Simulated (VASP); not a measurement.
Runs of VASP 6.6.1 on Cu2O (Cuprite). The structure is that of space group Pn-3m (No. 224), or close to it. The cells are those of the table. 

| cell | gap on the mesh (eV) | pressure (GPa) |
| --- | --- | --- |
| a = 4.232 Å, 6 atoms | 0.58 | (b) |
| a = 4.253 Å, 6 atoms | (c) | 4.9 |
| a = 4.300 Å, 6 atoms | 0.48 | 0.6 |
| a = 4.275 Å, 6 atoms | 0.52 | 2.7 |
| a = 4.212 Å, 6 atoms | 0.62 | (a) |

Alike in all rows: task single point; level PBE; potentials or basis VASP PAW PBE potentials, release 64 (Cu, O); no spin polarisation; k mesh 4 × 4 × 4; cutoff (eV) 600; smearing gaussian 0.01 eV.

Q: Estimate the missing entries.

A: (a) 8.9; (b) 6.9; (c) 0.55.

